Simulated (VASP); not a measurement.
# As2F3 (P-3m1) in VASP: further runs

The runs below take As2F3 through single point, relaxation of cell and atoms, with PBE.

All numbers are computed with VASP 6.6.1; they aren't measurements. Logs are shortened: lines on timing, memory, paths and dates and some standing lists are left out, and cuts for length are marked.

## (1) The cell of the first run

Symmetry: P-3m1, No. 164, trigonal system. Conventional cell: a = 3.803 Å, b = 3.803 Å, c = 6.622 Å, α = 90.00°, β = 90.00°, γ = 120.00°. Within 3.2 Å of As (site symmetry 3m) lie 7 F at 2.35 to 3.05 Å and 3 As at 3.12 Å. Within 3.2 Å of F (site symmetry -3m) lie 6 As at 2.46 Å and 6 F at 2.93 Å. F (site symmetry 3m) has 4 As at 2.35 to 3.05 Å and 3 F at 2.93 Å within 3.1 Å.

## (2) Single point, PBE

INCAR reads:

```
SYSTEM = As2F3
  PREC = Accurate
  ENCUT = 520
  EDIFF = 1E-6
  ISMEAR = 0
  SIGMA = 0.1
  LREAL = .FALSE.
  LASPH = .TRUE.
  NELM = 60
  ALGO = Normal
  ISIF = 2
  LWAVE = .FALSE.
  LCHARG = .FALSE.
  GGA = PE
  NBANDS = 24
```

KPOINTS reads:

```
Automatic mesh
0
G
  12 12 6
  0 0 0
```

POSCAR reads:

```
As2F3
1.0
    3.8031128761      0.0000000000      0.0000000000
   -1.9015564380      3.2935923642      0.0000000000
    0.0000000000      0.0000000000      6.6218160249
As F
2 3
Direct
    0.3333333333      0.6666666667      0.1674847598
    0.6666666667      0.3333333333      0.8325152402
    0.0000000000      0.0000000000      0.0000000000
    0.3333333333      0.6666666667      0.7070572488
    0.6666666667      0.3333333333      0.2929427512
```

Potentials or basis: VASP PAW PBE potentials, release 64 (As, F).

Command:

```sh
> cat potpaw_PBE.64/As/POTCAR potpaw_PBE.64/F/POTCAR > POTCAR
> mpirun -np 1 vasp_std > vasp.out
```

OUTCAR:

```text
SYSTEM = As2F3
   PREC = Accurate
   ENCUT = 520
   EDIFF = 1E-6
   ISMEAR = 0
   LREAL = .FALSE.
   LASPH = .TRUE.
   NELM = 60
   ISIF = 2
   GGA = PE

 ion  position               nearest neighbor table
   1  0.333  0.667  0.167-   5 2.35   5 2.35   5 2.35
   2  0.667  0.333  0.833-   4 2.35   4 2.35   4 2.35
   3  0.000  0.000  0.000-
   4  0.333  0.667  0.707-   2 2.35   2 2.35   2 2.35
   5  0.667  0.333  0.293-   1 2.35   1 2.35   1 2.35

  LATTYP: Found a hexagonal cell.
 ALAT       =     3.8031128761
 C/A-ratio  =     1.7411568472

  Lattice vectors:

 A1 = (   3.8031128761,   0.0000000000,   0.0000000000)
 A2 = (  -1.9015564380,   3.2935923642,   0.0000000000)
 A3 = (   0.0000000000,   0.0000000000,   6.6218160249)

Analysis of symmetry for initial positions (statically):
=====================================================================
 Subroutine PRICEL returns:
 Original cell was already a primitive cell.

 Routine SETGRP: Setting up the symmetry group for a
 hexagonal supercell.

 Subroutine GETGRP returns: Found 12 space group operations
 (whereof 12 operations were pure point group operations)
 out of a pool of 24 trial point group operations.

The static configuration has the point symmetry D_3d.

Analysis of symmetry for dynamics (positions and initial velocities):
=====================================================================
 Subroutine PRICEL returns:
 Original cell was already a primitive cell.

 Routine SETGRP: Setting up the symmetry group for a
 hexagonal supercell.

 Subroutine GETGRP returns: Found 12 space group operations
 (whereof 12 operations were pure point group operations)
 out of a pool of 24 trial point group operations.

The dynamic configuration has the point symmetry D_3d.

 Subroutine INISYM returns: Found 12 space group operations
 (whereof 12 operations are pure point group operations),
 and found     1 'primitive' translations

----------------------------------------------------------------------------------------

                                     Primitive cell

  volume of cell :      82.9442

  direct lattice vectors                    reciprocal lattice vectors
     3.803112876  0.000000000  0.000000000     0.262942498  0.151809922  0.000000000
    -1.901556438  3.293592364  0.000000000     0.000000000  0.303619844  0.000000000
     0.000000000  0.000000000  6.621816025     0.000000000  0.000000000  0.151015975

  length of vectors
     3.803112876  3.803112876  6.621816025     0.303619844  0.303619844  0.151015975

  position of ions in fractional coordinates (direct lattice)
     0.333333333  0.666666667  0.167484760
     0.666666667  0.333333333  0.832515240
     0.000000000  0.000000000  0.000000000
     0.333333333  0.666666667  0.707057249
     0.666666667  0.333333333  0.292942751

  ion indices of the primitive-cell ions
   primitive index   ion index
                 1           1
                 2           2
                 3           3
                 4           4
                 5           5

----------------------------------------------------------------------------------------

 KPOINTS: Automatic mesh

Automatic generation of k-mesh.
 Grid dimensions read from file:
 generate k-points for:   12   12    6

 Generating k-lattice:

  Cartesian coordinates                     Fractional coordinates (reciprocal lattice)
     0.021911875  0.012650827  0.000000000     0.083333333  0.000000000  0.000000000
     0.000000000  0.025301654  0.000000000     0.000000000  0.083333333  0.000000000
     0.000000000  0.000000000  0.025169329     0.000000000  0.000000000  0.166666667

  Length of vectors
     0.025301654  0.025301654  0.025169329

  Shift w.r.t. Gamma in fractional coordinates (k-lattice)
     0.000000000  0.000000000  0.000000000

 Subroutine IBZKPT returns following result:
 ===========================================

 Found    100 irreducible k-points:

 Following reciprocal coordinates:
            Coordinates               Weight
  0.000000  0.000000  0.000000      1.000000
  0.083333 -0.000000  0.000000      6.000000
  0.166667  0.000000  0.000000      6.000000
  0.250000  0.000000  0.000000      6.000000
  0.333333 -0.000000  0.000000      6.000000
  0.416667  0.000000  0.000000      6.000000
[... 16 lines left out ...]
  0.166667  0.000000  0.166667      6.000000
  0.000000  0.166667  0.166667      6.000000
 [... further k-points ...]
   k-points           NKPTS =    100   k-points in BZ     NKDIM =    100   number of bands    NBANDS=     24
   number of dos      NEDOS =    301   number of ions     NIONS =      5
   total plane-waves  NPLWV =  39200
   dimension x,y,z NGX =    28 NGY =   28 NGZ =   50
   dimension x,y,z NGXF=    56 NGYF=   56 NGZF=  100
   ions per type =               2   3
   NGX,Y,Z   is equivalent  to a cutoff of  12.24, 12.24, 12.55 a.u.
   NGXF,Y,Z  is equivalent  to a cutoff of  24.48, 24.48, 25.11 a.u.
 SYSTEM =  As2F3
   PREC   = accura    normal or accurate (medium, high low for compatibility)
   ISTART =      0    job   : 0-new  1-cont  2-samecut
   ICHARG =      2    charge: 1-file 2-atom 10-const
   ISPIN  =      1    spin polarized calculation?
   LNONCOLLINEAR =      F non collinear calculations
   LSORBIT =      F    spin-orbit coupling
   LASPH  =      T    aspherical Exc in radial PAW
   ENCUT  =  520.0 eV  38.22 Ry    6.18 a.u.   7.07  7.07 12.31*2*pi/ulx,y,z
   NELM   =     60;   NELMIN=  2; NELMDL= -5     # of ELM steps
   EDIFF  = 0.1E-05   stopping-criterion for ELM
   LREAL  =      F    real-space projection
   EDIFFG = 0.1E-04   stopping-criterion for IOM
   NSW    =      0    number of steps for IOM
   IBRION =     -1    ionic relax: 0-MD 1-quasi-New 2-CG
   NFREE  =      0    steps in history (QN), initial steepest desc. (CG)
   ISIF   =      2    stress and relaxation
   ISYM   =      2    0-nonsym 1-usesym 2-fastsym
   POTIM  = 0.5000    time-step for ionic-motion
   TEBEG  =    0.0;   TEEND  =   0.0 temperature during run
   PSTRESS=    0.0 pullay stress
   NELECT =      31.0000    total number of electrons
   NUPDOWN=      -1.0000    fix difference up-down
   EMIN   =  10.00;   EMAX   =-10.00  energy-range for DOS
   EFERMI =   0.00;   METHOD = LEGACY
   ISMEAR =     0;   SIGMA  =   0.10  broadening in eV -4-tet -1-fermi 0-gaus
   EFERMI_NEDOS =   21; number of points for ismear=-14 and -15
   IALGO  =     38    algorithm
   IMIX   =      4    mixing-type and parameters
     AMIX     =   0.40;   BMIX     =  1.00
     AMIX_MAG =   1.60;   BMIX_MAG =  1.00
  volume/ion in A,a.u.               =      16.59       111.95
  Fermi-wavevector in a.u.,A,eV,Ry     =   1.179234  2.228429 18.920165  1.390593
  Thomas-Fermi vector in A             =   2.315549
   LORBIT       =      0    0 simple, 1 ext, 2 COOP (PROOUT), +10 PAW based schemes
   GGA     = PE    functional components
   LHFCALC =     F    Hartree Fock is set to
   AEXX    =    0.0000 exact exchange contribution
   IVDW    =     0    specifies the selected vdW correction
   LEPSILON=     F    determine dielectric tensor
   LRPA    =     F    only Hartree local field effects (RPA)
 non-spin polarized calculation
 Gauss-broadening in eV      SIGMA  =   0.10
  energy-cutoff  :      520.00
  volume of cell :       82.94
 maximum number of plane-waves:      2265
   NGX = 15   NGY = 15   NGZ = 25

 number of electron      31.0000003 magnetization

 Free energy of the ion-electron system (eV)
  ---------------------------------------------------
  ext. energy  EPLUGINS =         0.00000000
  ---------------------------------------------------
  free energy    TOTEN  =       -18.61204493 eV

  energy without entropy =      -18.60162807  energy(sigma->0) =      -18.60683650

 E-fermi :   2.7446     XC(G=0):  -9.1218

 val. band max:        2.7440256370   @ k =   0.3333   0.0833   0.3333
 cond. band min:       2.7504178588   @ k =   0.3333   0.0833   0.5000
 fundamental gap:      0.0063922219
 Fermi energy:         2.7445517538

 k-point     1 :       0.0000    0.0000    0.0000
  band No.  band energies     occupation
      1     -22.0853      2.00000
      2     -20.9192      2.00000
      3     -20.8976      2.00000
      4      -8.6301      2.00000
      5      -7.6016      2.00000
      6      -3.7977      2.00000
[... 16 lines left out ...]
     23      12.0742      0.00000
     24      12.2389      0.00000

 k-point     2 :       0.0833   -0.0000    0.0000
  band No.  band energies     occupation
      1     -22.0739      2.00000
      2     -20.9137      2.00000
      3     -20.8954      2.00000
      4      -8.6841      2.00000
      5      -7.6313      2.00000
      6      -3.8828      2.00000
[... 16 lines left out ...]
     23      12.1675      0.00000
     24      12.3137      0.00000

 k-point     3 :       0.1667    0.0000    0.0000
  band No.  band energies     occupation
      1     -22.0431      2.00000
      2     -20.8994      2.00000
      3     -20.8895      2.00000
      4      -8.8230      2.00000
      5      -7.7195      2.00000
      6      -4.0796      2.00000
[... 16 lines left out ...]
     23      12.4349      0.00000
     24      12.5101      0.00000
[... 514 lines left out ...]
 k-point    23 :       0.1667    0.0000    0.1667
  band No.  band energies     occupation
      1     -22.0426      2.00000
      2     -20.9152      2.00000
      3     -20.8742      2.00000
      4      -8.8295      2.00000
      5      -7.7137      2.00000
      6      -4.0778      2.00000
[... 16 lines left out ...]
     23      12.5224      0.00000
     24      12.5450      0.00000

 k-point    24 :       0.0000    0.1667    0.1667
  band No.  band energies     occupation
      1     -22.0425      2.00000
      2     -20.9172      2.00000
      3     -20.8723      2.00000
      4      -8.8308      2.00000
      5      -7.7117      2.00000
      6      -4.0765      2.00000
[... 16 lines left out ...]
     23      12.4052      0.00000
     24      12.6133      0.00000

 [... further k-points ...]

------------------------ aborting loop because EDIFF is reached ----------------------------------------

  FORCE on cell =-STRESS in cart. coord.  units (eV):
  Direction    XX          YY          ZZ          XY          YZ          ZX
  --------------------------------------------------------------------------------------
  -------------------------------------------------------------------------------------
  Total       -0.1781944     -0.1781944     -0.1328893     -0.0000000      0.0000000      0.0000000
  in kB       -3.4420606     -3.4420606     -2.5669329     -0.0000000      0.0000000      0.0000000
  external PRESSURE =      -3.1503514 kB  Pullay stress =       0.0000000 kB

 VOLUME and BASIS-vectors are now :
 -----------------------------------------------------------------------------
  energy-cutoff  :      520.00
  volume of cell :       82.94
      direct lattice vectors                 reciprocal lattice vectors
     3.803112876  0.000000000  0.000000000     0.262942498  0.151809922  0.000000000
    -1.901556438  3.293592364  0.000000000     0.000000000  0.303619844  0.000000000
     0.000000000  0.000000000  6.621816025     0.000000000  0.000000000  0.151015975

 POSITION                                       TOTAL-FORCE (eV/Angst)
 -----------------------------------------------------------------------------------
     -0.00000      2.19573      1.10905        -0.000000      0.000000     -0.000261
      1.90156      1.09786      5.51276        -0.000000     -0.000000      0.000261
      0.00000      0.00000      0.00000        -0.000000      0.000000      0.000000
     -0.00000      2.19573      4.68200         0.000000      0.000000      0.004923
      1.90156      1.09786      1.93981         0.000000      0.000000     -0.004923
 -----------------------------------------------------------------------------------
    total drift:                                0.000000     -0.000000     -0.000000

  FREE ENERGIE OF THE ION-ELECTRON SYSTEM (eV)
  ---------------------------------------------------
  free  energy   TOTEN  =       -18.6120449251 eV

  energy  without entropy=      -18.6016280721  energy(sigma->0) =      -18.60683650
```

Run time: 75 s. Hardware: 1 thread of Oxide Virtual Turin-like, shared host; peak memory 0.26 GiB.

Results:

```
Free energy            : -18.6120 eV
Pressure               : -0.3 GPa
Largest force          : 0.005 eV/Å
Band gap on the k mesh : zero (an odd number of electrons rules out a gap without spin polarisation)
```

Forces in eV/Å, atoms in the order of the input:
```
As   0.000  0.000  0.000
As   0.000  0.000  0.000
F    0.000  0.000  0.000
F    0.000  0.000  0.005
F    0.000  0.000 -0.005
```

Stress tensor (GPa, compression positive):
```
-0.34  0.00  0.00
 0.00 -0.34  0.00
 0.00  0.00 -0.26
```

Levels at points of the mesh, in eV from the Fermi level:
| k point | band 12 | band 13 | band 14 | band 15 | band 16 | band 17 | band 18 | band 19 |
| --- | --- | --- | --- | --- | --- | --- | --- | --- |
| (0.00, 0.00, 0.00) | -5.15 | -4.98 | -4.45 | -1.69 | 0.24 | 0.24 | 1.54 | 2.30 |
| (0.50, 0.00, 0.00) | -4.77 | -4.68 | -3.84 | -1.23 | 0.41 | 1.56 | 1.69 | 1.75 |
| (0.00, 0.00, 0.50) | -5.28 | -4.86 | -4.26 | -1.77 | 0.21 | 0.21 | 0.93 | 2.35 |
| (0.50, 0.00, 0.50) | -4.64 | -4.60 | -3.90 | -1.61 | 0.28 | 1.68 | 1.72 | 1.87 |

Caveat: an odd number of electrons without spin polarisation forces a metal; a magnetic or distorted state may lie lower.

## (3) Relaxation of cell and atoms, PBE

This run uses another cell than the first one, of 16.21 Å³/atom.

INCAR reads:

```
PREC = Accurate
ENCUT = 600
EDIFF = 1E-7
ISMEAR = 0
SIGMA = 0.1
LREAL = F
LASPH = T
NELM = 100
ALGO = Normal
ISIF = 3
LWAVE = F
LCHARG = F
GGA = PE
IBRION = 2
NSW = 100
EDIFFG = -0.01
```

KPOINTS reads:

```
Automatic mesh
0
Gamma
  12 12 6
```

POSCAR reads:

```
As2F3
1.0
    3.8099697023      0.0000000000      0.0000000000
   -1.9049848511      3.2995305498      0.0000000000
    0.0000000000      0.0000000000      6.4475709435
As F
2 3
Direct
    0.3333333333      0.6666666667      0.1732821344
    0.6666666667      0.3333333333      0.8267178656
    0.0000000000      0.0000000000      0.0000000000
    0.3333333333      0.6666666667      0.7009610089
    0.6666666667      0.3333333333      0.2990389911
```

Potentials or basis: VASP PAW PBE potentials, release 64 (As, F).

Command:

```sh
> cat potpaw_PBE.64/As/POTCAR potpaw_PBE.64/F/POTCAR > POTCAR
> mpirun -np 1 vasp_std > vasp.out
```

Wall time 8.3 min (1 thread of Oxide Virtual Turin-like, shared host); peak memory 0.3 GiB.

The run converged. Its results:

```
Free energy                           : -18.6149 eV
Relaxed volume                        : 16.15 Å³/atom
Relaxed cell                          : a = 3.801 Å, b = 3.801 Å, c = 6.454 Å, α = 90.00°, β = 90.00°, γ = 120.00°
Space group after relaxing (to 0.1 Å) : P-3m1 (No. 164)
Energy gained by relaxing             : 0.4 meV/atom
Ionic steps                           : 5
Pressure after relaxing               : 0.0 GPa
Band gap on the k mesh                : zero (an odd number of electrons rules out a gap without spin polarisation)
```

Step by step:
| step | energy change (eV) | largest force (eV/Å) | pressure (GPa) | volume (Å³) |
| --- | --- | --- | --- | --- |
| 1 | 0.0000 | 0.0815 | -0.36 | 81.05 |
| 2 | -0.0011 | 0.0485 | 0.09 | 80.63 |
| 3 | -0.0012 | 0.0435 | 0.17 | 80.55 |
| 4 | -0.0016 | 0.0255 | 0.10 | 80.63 |
| 5 | -0.0019 | 0.0011 | -0.01 | 80.74 |

Final structure:
```
As F
1.0
     3.80077    0.00000    0.00000
    -1.90038    3.29156    0.00000
     0.00000    0.00000    6.45418
As F
2 3
Direct
  0.33333 0.66667 0.17135
  0.66667 0.33333 0.82865
  0.00000 0.00000 0.00000
  0.33333 0.66667 0.69969
  0.66667 0.33333 0.30031
```

Levels at points of the mesh, in eV from the Fermi level:
```csv
k point,band 13,band 14,band 15,band 16,band 17,band 18
"(0.00, 0.00, 0.00)",-5.09,-4.43,-1.66,0.23,0.23,1.60
"(0.50, 0.00, 0.00)",-4.72,-3.84,-1.20,0.44,1.56,1.69
"(0.00, 0.00, 0.50)",-4.91,-4.21,-1.80,0.18,0.18,0.94
"(0.50, 0.00, 0.50)",-4.62,-3.93,-1.67,0.26,1.67,1.75
```

Caveat: an odd number of electrons without spin polarisation forces a metal; a magnetic or distorted state may lie lower.

The gap in the log of VASP goes by the Fermi energy; the results here count the filled bands.